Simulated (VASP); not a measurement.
# ZnCu (Cmmm) in VASP: a series of runs, part 2 of 2

VASP 6.6.1. The steps go on from the part before.

### Step 3. Single point, PBE

This run uses another cell than the first one, of 12.29 Å³/atom.

The input, INCAR:

```
SYSTEM = ZnCu
ALGO = Normal
EDIFF = 1E-6
ENCUT = 820
GGA = PE
GGA_COMPAT = .FALSE.
ISIF = 2
ISMEAR = -1
LASPH = .TRUE.
LCHARG = .FALSE.
LREAL = .FALSE.
LWAVE = .FALSE.
NBANDS = 22
NELM = 120
PREC = Accurate
SIGMA = 0.05
```

The input, KPOINTS:

```
k-points
0
G
  11 11 7
  0 0 0
```

The input, POSCAR:

```
ZnCu
1.0
    1.4576623336     -2.0779754411      0.0000000000
    1.4576623336      2.0779754411      0.0000000000
    0.0000000000      0.0000000000      4.0562172613
Zn Cu
1 1
Direct
    0.5000000000      0.5000000000      0.5000000000
    0.0000000000      0.0000000000      0.0000000000
```

Potentials or basis: VASP PAW PBE potentials, release 64 (Zn, Cu_sv_GW).

Launch:

```console
$ cat potpaw_PBE.64/Zn/POTCAR potpaw_PBE.64/Cu_sv_GW/POTCAR > POTCAR
$ mpirun -np 1 vasp_std > vasp.out
```

OUTCAR:

```text
SYSTEM = ZnCu
   EDIFF = 1E-6
   ENCUT = 820
   GGA = PE
   ISIF = 2
   ISMEAR = -1
   LASPH = .TRUE.
   LREAL = .FALSE.
   NELM = 120
   PREC = Accurate

 ion  position               nearest neighbor table
   1  0.500  0.500  0.500-   2 2.50   2 2.50   2 2.50   2 2.50
   2  0.000  0.000  0.000-   1 2.50   1 2.50   1 2.50   1 2.50

  LATTYP: Found a base centered orthorhombic cell.
 ALAT       =     2.9153246672
 B/A-ratio  =     1.4255533625
 C/A-ratio  =     1.3913432377

  Lattice vectors:

 A1 = (   1.4576623336,  -2.0779754411,   0.0000000000)
 A2 = (   1.4576623336,   2.0779754411,   0.0000000000)
 A3 = (   0.0000000000,   0.0000000000,   4.0562172613)

Analysis of symmetry for initial positions (statically):
=====================================================================
 Subroutine PRICEL returns:
 Original cell was already a primitive cell.

 Routine SETGRP: Setting up the symmetry group for a
 base centered orthorhombic supercell.

 Subroutine GETGRP returns: Found  8 space group operations
 (whereof  8 operations were pure point group operations)
 out of a pool of  8 trial point group operations.

The static configuration has the point symmetry D_2h.

Analysis of symmetry for dynamics (positions and initial velocities):
=====================================================================
 Subroutine PRICEL returns:
 Original cell was already a primitive cell.

 Routine SETGRP: Setting up the symmetry group for a
 base centered orthorhombic supercell.

 Subroutine GETGRP returns: Found  8 space group operations
 (whereof  8 operations were pure point group operations)
 out of a pool of  8 trial point group operations.

The dynamic configuration has the point symmetry D_2h.

 Subroutine INISYM returns: Found  8 space group operations
 (whereof  8 operations are pure point group operations),
 and found     1 'primitive' translations

----------------------------------------------------------------------------------------

                                     Primitive cell

  volume of cell :      24.5725

  direct lattice vectors                    reciprocal lattice vectors
     1.457662334 -2.077975441  0.000000000     0.343014969 -0.240618821  0.000000000
     1.457662334  2.077975441  0.000000000     0.343014969  0.240618821  0.000000000
     0.000000000  0.000000000  4.056217261     0.000000000  0.000000000  0.246535118

  length of vectors
     2.538259524  2.538259524  4.056217261     0.418994852  0.418994852  0.246535118

  position of ions in fractional coordinates (direct lattice)
     0.500000000  0.500000000  0.500000000
     0.000000000  0.000000000  0.000000000

  ion indices of the primitive-cell ions
   primitive index   ion index
                 1           1
                 2           2

----------------------------------------------------------------------------------------

 KPOINTS: k-points

Automatic generation of k-mesh.
 Grid dimensions read from file:
 generate k-points for:   11   11    7

 Generating k-lattice:

  Cartesian coordinates                     Fractional coordinates (reciprocal lattice)
     0.031183179 -0.021874438  0.000000000     0.090909091 -0.000000000  0.000000000
     0.031183179  0.021874438  0.000000000    -0.000000000  0.090909091  0.000000000
     0.000000000  0.000000000  0.035219303     0.000000000  0.000000000  0.142857143

  Length of vectors
     0.038090441  0.038090441  0.035219303

  Shift w.r.t. Gamma in fractional coordinates (k-lattice)
     0.000000000  0.000000000  0.000000000

 Subroutine IBZKPT returns following result:
 ===========================================

 Found    144 irreducible k-points:

 Following reciprocal coordinates:
            Coordinates               Weight
  0.000000  0.000000  0.000000      1.000000
  0.090909 -0.000000  0.000000      4.000000
  0.181818 -0.000000  0.000000      4.000000
  0.272727 -0.000000  0.000000      4.000000
  0.363636 -0.000000  0.000000      4.000000
  0.454545 -0.000000  0.000000      4.000000
[... 16 lines left out ...]
 -0.272727  0.181818  0.000000      4.000000
 -0.181818  0.181818  0.000000      2.000000
 [... further k-points ...]
   k-points           NKPTS =    144   k-points in BZ     NKDIM =    144   number of bands    NBANDS=     22
   number of dos      NEDOS =    301   number of ions     NIONS =      2
   total plane-waves  NPLWV =  23040
   dimension x,y,z NGX =    24 NGY =   24 NGZ =   40
   dimension x,y,z NGXF=    48 NGYF=   48 NGZF=   80
   ions per type =               1   1
   NGX,Y,Z   is equivalent  to a cutoff of  15.72, 15.72, 16.39 a.u.
   NGXF,Y,Z  is equivalent  to a cutoff of  31.44, 31.44, 32.79 a.u.
 SYSTEM =  ZnCu
   PREC   = accura    normal or accurate (medium, high low for compatibility)
   ISTART =      0    job   : 0-new  1-cont  2-samecut
   ICHARG =      2    charge: 1-file 2-atom 10-const
   ISPIN  =      1    spin polarized calculation?
   LNONCOLLINEAR =      F non collinear calculations
   LSORBIT =      F    spin-orbit coupling
   LASPH  =      T    aspherical Exc in radial PAW
   ENCUT  =  820.0 eV  60.27 Ry    7.76 a.u.   5.93  5.93  9.47*2*pi/ulx,y,z
   NELM   =    120;   NELMIN=  2; NELMDL= -5     # of ELM steps
   EDIFF  = 0.1E-05   stopping-criterion for ELM
   LREAL  =      F    real-space projection
[... 7 lines left out ...]
   TEBEG  =    0.0;   TEEND  =   0.0 temperature during run
   PSTRESS=    0.0 pullay stress
   NELECT =      31.0000    total number of electrons
   NUPDOWN=      -1.0000    fix difference up-down
   EMIN   =  10.00;   EMAX   =-10.00  energy-range for DOS
   EFERMI =   0.00;   METHOD = LEGACY
   ISMEAR =    -1;   SIGMA  =   0.05  broadening in eV -4-tet -1-fermi 0-gaus
   EFERMI_NEDOS =   21; number of points for ismear=-14 and -15
   IALGO  =     38    algorithm
   IMIX   =      4    mixing-type and parameters
     AMIX     =   0.40;   BMIX     =  1.00
     AMIX_MAG =   1.60;   BMIX_MAG =  1.00
  volume/ion in A,a.u.               =      12.29        82.91
  Fermi-wavevector in a.u.,A,eV,Ry     =   1.768938  3.342808 42.574544  3.129141
  Thomas-Fermi vector in A             =   2.836026
   LORBIT       =      0    0 simple, 1 ext, 2 COOP (PROOUT), +10 PAW based schemes
   GGA     = PE    functional components
   LHFCALC =     F    Hartree Fock is set to
   AEXX    =    0.0000 exact exchange contribution
   IVDW    =     0    specifies the selected vdW correction
   LEPSILON=     F    determine dielectric tensor
   LRPA    =     F    only Hartree local field effects (RPA)
 non-spin polarized calculation
  energy-cutoff  :      820.00
  volume of cell :       24.57
 maximum number of plane-waves:      1338
   NGX = 11   NGY = 11   NGZ = 19

 number of electron      30.9999993 magnetization

 Free energy of the ion-electron system (eV)
  ---------------------------------------------------
  ext. energy  EPLUGINS =         0.00000000
  ---------------------------------------------------
  free energy    TOTEN  =        -4.95935004 eV

  energy without entropy =       -4.95512900  energy(sigma->0) =       -4.95723952

 E-fermi :   5.8449     XC(G=0): -12.9231

 val. band max:        5.8349613247   @ k =   0.3636   0.2727   0.4286
 cond. band min:       5.8766180076   @ k =   0.2727   0.1818   0.2857
 fundamental gap:      0.0416566829
 Fermi energy:         5.8448887302

 k-point     1 :       0.0000    0.0000    0.0000
  band No.  band energies     occupation
      1    -107.0068      2.00000
      2     -64.4400      2.00000
      3     -64.3446      2.00000
      4     -64.2945      2.00000
      5      -4.8288      2.00000
      6      -2.3884      2.00000
[... 14 lines left out ...]
     21      27.3007      0.00000
     22      29.3359      0.00000

 k-point     2 :       0.0909   -0.0000    0.0000
  band No.  band energies     occupation
      1    -107.0064      2.00000
      2     -64.4397      2.00000
      3     -64.3468      2.00000
      4     -64.2973      2.00000
      5      -4.5997      2.00000
      6      -2.3329      2.00000
[... 14 lines left out ...]
     21      27.1044      0.00000
     22      27.5763      0.00000
[... 523 lines left out ...]
     21      22.8782      0.00000
     22      23.5151      0.00000

 k-point    24 :      -0.1818    0.1818    0.0000
  band No.  band energies     occupation
      1    -107.0040      2.00000
      2     -64.4372      2.00000
      3     -64.3541      2.00000
      4     -64.3174      2.00000
      5      -3.6633      2.00000
      6      -2.1112      2.00000
[... 14 lines left out ...]
     21      25.8868      0.00000
     22      26.3879      0.00000

 [... further k-points ...]

------------------------ aborting loop because EDIFF is reached ----------------------------------------

  FORCE on cell =-STRESS in cart. coord.  units (eV):
  Direction    XX          YY          ZZ          XY          YZ          ZX
  --------------------------------------------------------------------------------------
  -------------------------------------------------------------------------------------
  Total        1.2763342      1.0690984      1.1322085     -0.0000000      0.0000000      0.0000000
  in kB       83.2197566     69.7075313     73.8224492     -0.0000000      0.0000000      0.0000000
  external PRESSURE =      75.5832457 kB  Pullay stress =       0.0000000 kB

 VOLUME and BASIS-vectors are now :
 -----------------------------------------------------------------------------
  energy-cutoff  :      820.00
  volume of cell :       24.57
      direct lattice vectors                 reciprocal lattice vectors
     1.457662334 -2.077975441  0.000000000     0.343014969 -0.240618821  0.000000000
     1.457662334  2.077975441  0.000000000     0.343014969  0.240618821  0.000000000
     0.000000000  0.000000000  4.056217261     0.000000000  0.000000000  0.246535118

 POSITION                                       TOTAL-FORCE (eV/Angst)
 -----------------------------------------------------------------------------------
      1.45766      0.00000      2.02811         0.000000      0.000000      0.000000
      0.00000      0.00000      0.00000         0.000000      0.000000      0.000000
 -----------------------------------------------------------------------------------
    total drift:                                0.000000      0.000000      0.000000

  FREE ENERGIE OF THE ION-ELECTRON SYSTEM (eV)
  ---------------------------------------------------
  free  energy   TOTEN  =        -4.9593500443 eV

  energy  without entropy=       -4.9551290028  energy(sigma->0) =       -4.95723952
```

OSZICAR:

```text
N       E                     dE             d eps       ncg     rms          rms(c)
DAV:   1     0.401459809247E+03    0.40146E+03   -0.22072E+04  8534   0.474E+03
DAV:   2     0.248963385783E+02   -0.37656E+03   -0.35587E+03  9190   0.951E+02
DAV:   3    -0.523416997122E+01   -0.30131E+02   -0.29892E+02  9868   0.306E+02
DAV:   4    -0.592269640436E+01   -0.68853E+00   -0.68834E+00  8746   0.297E+01
DAV:   5    -0.595906706631E+01   -0.36371E-01   -0.36370E-01  8550   0.625E+00    0.989E+00
DAV:   6    -0.605540420280E+01   -0.96337E-01   -0.16253E+01  9320   0.213E+02    0.753E+00
DAV:   7    -0.494683293995E+01    0.11086E+01   -0.45668E+00  8628   0.183E+02    0.306E+00
DAV:   8    -0.497221896124E+01   -0.25386E-01   -0.41649E-01 10232   0.965E+00    0.137E+00
DAV:   9    -0.495935778121E+01    0.12861E-01   -0.42788E-02 10548   0.910E+00    0.869E-02
DAV:  10    -0.495937449117E+01   -0.16710E-04   -0.92099E-04  8144   0.375E-01    0.409E-02
DAV:  11    -0.495935855535E+01    0.15936E-04   -0.15639E-04 12236   0.610E-01    0.230E-02
DAV:  12    -0.495935000478E+01    0.85506E-05   -0.33786E-05 10392   0.321E-01    0.445E-03
DAV:  13    -0.495935004432E+01   -0.39538E-07   -0.96422E-07  4422   0.167E-02
   1 F= -.49593500E+01 E0= -.49572395E+01  d E =-.422104E-02
```

It took 93 s on 1 thread of Intel Xeon Platinum 8259CL at 2.50GHz (Skylake/Cascade Lake), shared host; peak memory 0.32 GiB.

Results:

```yaml
Free_energy: -4.9594 eV
Pressure: 7.6 GPa
Band_gap_on_the_k_mesh: zero (an odd number of electrons rules out a gap without spin polarisation)
```

Stress tensor (GPa, compression positive):
```
8.32 0.00 0.00
0.00 6.97 0.00
0.00 0.00 7.38
```

Levels at points of the mesh, in eV from the Fermi level:
```csv
k point,band 13,band 14,band 15,band 16,band 17,band 18
"(0.00, 0.00, 0.00)",-2.49,-2.46,-2.36,-1.77,2.46,14.86
```

Caveat: the cell stands under pressure.

The gap in the log of VASP goes by the Fermi energy; the results here count the filled bands.